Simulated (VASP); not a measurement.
# Co (P6/mmm) in VASP: further runs, part 2 of 2

VASP 6.6.1.

## 4. Density of states, PBE, collinear spin, ferromagnetic start (volume scaled by 0.45)

Contents of POSCAR:

```
Co
1.0
    1.8814496037      0.0000000000      0.0000000000
   -0.9407248019      1.6293831528      0.0000000000
    0.0000000000      0.0000000000      1.7645823188
Co
1
Direct
    0.0000000000      0.0000000000      0.0000000000
```

Contents of INCAR.step1:

```
PREC = Accurate ; ENCUT = 520
EDIFF = 1E-6 ; ISMEAR = -1
SIGMA = 0.1 ; LREAL = F
LASPH = T ; NELM = 150
ALGO = Normal ; ISIF = 2
LWAVE = F ; LCHARG = T
ISPIN = 2 ; MAGMOM = 1.7
LMAXMIX = 4 ; GGA = PE
NBANDS = 14
```

Contents of KPOINTS.step1:

```
Automatic mesh
0
Gamma
  18 18 17
```

Contents of INCAR.step2:

```
PREC = Accurate ; ENCUT = 520
EDIFF = 1E-6 ; ISMEAR = -5
SIGMA = 0.1 ; LREAL = F
LASPH = T ; NELM = 150
ALGO = Normal ; ISIF = 2
LWAVE = F ; LCHARG = F
ISPIN = 2 ; MAGMOM = 1.7
LORBIT = 10 ; LMAXMIX = 4
GGA = PE ; NBANDS = 14
NEDOS = 2001 ; ICHARG = 11
```

Contents of KPOINTS.step2:

```
Automatic mesh
0
Gamma
  27 27 26
```

Potentials or basis: VASP PAW PBE potentials, release 64 (Co).

Launch:

```
> cat potpaw_PBE.64/Co/POTCAR > POTCAR
> cp INCAR.step1 INCAR
> cp KPOINTS.step1 KPOINTS
> mpirun -np 1 vasp_std > vasp.out
> cp INCAR.step2 INCAR
> cp KPOINTS.step2 KPOINTS
> mpirun -np 1 vasp_std > vasp.out
```

OUTCAR:

```text
PREC = Accurate
   ENCUT = 520
   EDIFF = 1E-6
   ISMEAR = -5
   LREAL = F
   LASPH = T
   NELM = 150
   ISIF = 2
   ISPIN = 2
   LORBIT = 10
   GGA = PE
   ICHARG = 11

 ion  position               nearest neighbor table
   1  0.000  0.000  0.000-

  LATTYP: Found a hexagonal cell.
 ALAT       =     1.8814496037
 C/A-ratio  =     0.9378844458

  Lattice vectors:

 A1 = (   1.8814496037,   0.0000000000,   0.0000000000)
 A2 = (  -0.9407248019,   1.6293831528,   0.0000000000)
 A3 = (   0.0000000000,   0.0000000000,   1.7645823188)

Analysis of symmetry for initial positions (statically):
=====================================================================
 Subroutine PRICEL returns:
 Original cell was already a primitive cell.

 Routine SETGRP: Setting up the symmetry group for a
 hexagonal supercell.

 Subroutine GETGRP returns: Found 24 space group operations
 (whereof 24 operations were pure point group operations)
 out of a pool of 24 trial point group operations.

The static configuration has the point symmetry D_6h.

Analysis of symmetry for dynamics (positions and initial velocities):
=====================================================================
 Subroutine PRICEL returns:
 Original cell was already a primitive cell.

 Routine SETGRP: Setting up the symmetry group for a
 hexagonal supercell.

 Subroutine GETGRP returns: Found 24 space group operations
 (whereof 24 operations were pure point group operations)
 out of a pool of 24 trial point group operations.

The dynamic configuration has the point symmetry D_6h.

Analysis of structural, dynamic, and magnetic symmetry:
=====================================================================
 Subroutine PRICEL returns:
 Original cell was already a primitive cell.

 Routine SETGRP: Setting up the symmetry group for a
 hexagonal supercell.

 Subroutine GETGRP returns: Found 24 space group operations
 (whereof 24 operations were pure point group operations)
 out of a pool of 24 trial point group operations.

The overall configuration has the point symmetry D_6h.

 Subroutine INISYM returns: Found 24 space group operations
 (whereof 24 operations are pure point group operations),
 and found     1 'primitive' translations

----------------------------------------------------------------------------------------

                                     Primitive cell

  volume of cell :       5.4095

  direct lattice vectors                    reciprocal lattice vectors
     1.881449604  0.000000000  0.000000000     0.531505068  0.306864594  0.000000000
    -0.940724802  1.629383153  0.000000000     0.000000000  0.613729188  0.000000000
     0.000000000  0.000000000  1.764582319     0.000000000  0.000000000  0.566706347

  length of vectors
     1.881449604  1.881449604  1.764582319     0.613729188  0.613729188  0.566706347

  position of ions in fractional coordinates (direct lattice)
     0.000000000  0.000000000  0.000000000

  ion indices of the primitive-cell ions
   primitive index   ion index
                 1           1

----------------------------------------------------------------------------------------

 KPOINTS: Automatic mesh

Automatic generation of k-mesh.
 Grid dimensions read from file:
 generate k-points for:   27   27   26

[... 73 lines left out ...]
   POTIM  = 0.5000    time-step for ionic-motion
   TEBEG  =    0.0;   TEEND  =   0.0 temperature during run
   PSTRESS=    0.0 pullay stress
   NELECT =       9.0000    total number of electrons
   NUPDOWN=      -1.0000    fix difference up-down
   EMIN   =  10.00;   EMAX   =-10.00  energy-range for DOS
   EFERMI =   0.00;   METHOD = LEGACY
   ISMEAR =    -5;   SIGMA  =   0.10  broadening in eV -4-tet -1-fermi 0-gaus
   EFERMI_NEDOS =   21; number of points for ismear=-14 and -15
   IALGO  =     38    algorithm
   IMIX   =      4    mixing-type and parameters
     AMIX     =   0.40;   BMIX     =  1.00
     AMIX_MAG =   1.60;   BMIX_MAG =  1.00
  volume/ion in A,a.u.               =       5.41        36.51
  Fermi-wavevector in a.u.,A,eV,Ry     =   1.939857  3.665799 51.199347  3.763046
  Thomas-Fermi vector in A             =   2.969879
   LORBIT       =     10    0 simple, 1 ext, 2 COOP (PROOUT), +10 PAW based schemes
   GGA     = PE    functional components
   LHFCALC =     F    Hartree Fock is set to
   AEXX    =    0.0000 exact exchange contribution
   IVDW    =     0    specifies the selected vdW correction
   LEPSILON=     F    determine dielectric tensor
   LRPA    =     F    only Hartree local field effects (RPA)
 spin polarized calculation
 Fermi weights with tetrahedron method with Bloechl corrections
  energy-cutoff  :      520.00
  volume of cell :        5.41
 maximum number of plane-waves:       162
 NGX is ok and might be reduce to    14

 number of electron       8.9999998 magnetization       0.0000478

 Free energy of the ion-electron system (eV)
  ---------------------------------------------------
  ext. energy  EPLUGINS =         0.00000000
  ---------------------------------------------------
  free energy    TOTEN  =         0.89463297 eV

  energy without entropy =        0.89463297  energy(sigma->0) =        0.89463297

 E-fermi :  25.5577     XC(G=0): -17.9624

 val. band max:       25.6870342985   @ k =   0.3704   0.0000   0.1154
 cond. band min:      25.5181628618   @ k =   0.3333   0.1111   0.2692
 fundamental gap:     -0.1688714367
 Fermi energy:        25.5577400657

 spin component 1

 k-point     1 :       0.0000    0.0000    0.0000
  band No.  band energies     occupation
      1      11.9686      1.00000
      2      15.6577      1.00000
      3      20.6316      1.00000
      4      20.6316      1.00000
      5      27.1653      0.00000
      6      27.1653      0.00000
      7      52.9561      0.00000
      8      56.8852      0.00000
      9      62.4327      0.00000
     10      67.9216      0.00000
     11      67.9216      0.00000
     12      68.8775      0.00000
     13      71.1730      0.00000
     14      71.1730      0.00000
[... 379 lines left out ...]
      3      22.9782      1.00000
      4      23.6252      1.00000
      5      26.4340      0.00000
      6      26.7348      0.00000
      7      42.5598      0.00000
      8      53.1182      0.00000
      9      61.7229      0.00000
     10      62.9684      0.00000
     11      66.4470      0.00000
     12      67.8310      0.00000
     13      78.1430      0.00000
     14      81.4239      0.00000

 [... further k-points ...]

 spin component 2

 k-point     1 :       0.0000    0.0000    0.0000
  band No.  band energies     occupation
      1      11.9688      1.00000
      2      15.6577      1.00000
      3      20.6317      1.00000
      4      20.6317      1.00000
      5      27.1653      0.00000
      6      27.1653      0.00000
      7      52.9563      0.00000
      8      56.8853      0.00000
      9      62.4327      0.00000
     10      67.9216      0.00000
     11      67.9216      0.00000
     12      68.8777      0.00000
     13      71.1732      0.00000
     14      71.1732      0.00000
[... 379 lines left out ...]
      3      22.9783      1.00000
      4      23.6252      1.00000
      5      26.4340      0.00000
      6      26.7349      0.00000
      7      42.5599      0.00000
      8      53.1183      0.00000
      9      61.7230      0.00000
     10      62.9685      0.00000
     11      66.4470      0.00000
     12      67.8311      0.00000
     13      78.1431      0.00000
     14      81.4244      0.00000

 [... further k-points ...]

------------------------ aborting loop because EDIFF is reached ----------------------------------------

  FORCE on cell =-STRESS in cart. coord.  units (eV):
  Direction    XX          YY          ZZ          XY          YZ          ZX
  --------------------------------------------------------------------------------------
  -------------------------------------------------------------------------------------
  Total       26.2651581     26.2651581     24.7947111     -0.0000000     -0.0000000      0.0000000
  in kB     7779.1629238   7779.1629243   7343.6488170     -0.0000002     -0.0000000      0.0000000
  external PRESSURE =    7633.9915550 kB  Pullay stress =       0.0000000 kB

 VOLUME and BASIS-vectors are now :
 -----------------------------------------------------------------------------
  energy-cutoff  :      520.00
  volume of cell :        5.41
      direct lattice vectors                 reciprocal lattice vectors
     1.881449604  0.000000000  0.000000000     0.531505068  0.306864594  0.000000000
    -0.940724802  1.629383153  0.000000000     0.000000000  0.613729188  0.000000000
     0.000000000  0.000000000  1.764582319     0.000000000  0.000000000  0.566706347

 POSITION                                       TOTAL-FORCE (eV/Angst)
 -----------------------------------------------------------------------------------
      0.00000      0.00000      0.00000        -0.000000      0.000000      0.000000
 -----------------------------------------------------------------------------------
    total drift:                               -0.000000     -0.000000     -0.000000

  FREE ENERGIE OF THE ION-ELECTRON SYSTEM (eV)
  ---------------------------------------------------
  free  energy   TOTEN  =         0.8946329739 eV

  energy  without entropy=        0.8946329739  energy(sigma->0) =        0.89463297

 total charge

# of ion       s       p       d       tot
------------------------------------------
    1        0.942   1.340   8.585  10.867

 magnetization (x)

# of ion       s       p       d       tot
------------------------------------------
    1        0.000   0.000   0.000   0.000
```

Run time: 42 s. Hardware: 1 thread of Intel Xeon 6975P-C (Granite Rapids), shared host; peak memory 0.32 GiB.

Results:

| Quantity | Value |
| --- | --- |
| Net moment | 0.00 μB per cell |

Levels at points of the mesh, in eV from the Fermi level:
Spin up:
```
           k point  band 1  band 2  band 3  band 4  band 5  band 6  band 7  band 8  band 9  band 10
(0.00, 0.00, 0.00)  -13.59   -9.90   -4.93   -4.93    1.61    1.61   27.40   31.33   36.87    42.36
(0.00, 0.00, 0.50)   -7.96   -3.74   -3.74   -2.90   -2.38   -2.38   13.41   35.70   37.23    40.12
```
Spin down:
| k point | band 2 | band 3 | band 4 | band 5 | band 6 | band 7 | band 8 | band 9 |
| --- | --- | --- | --- | --- | --- | --- | --- | --- |
| (0.00, 0.00, 0.00) | -9.90 | -4.93 | -4.93 | 1.61 | 1.61 | 27.40 | 31.33 | 36.87 |
| (0.00, 0.00, 0.50) | -3.73 | -3.73 | -2.90 | -2.38 | -2.38 | 13.41 | 35.70 | 37.23 |

Caveat: the starting moments collapsed, and a magnetic state may lie lower; tetrahedron occupations give inexact forces and stress in metals.
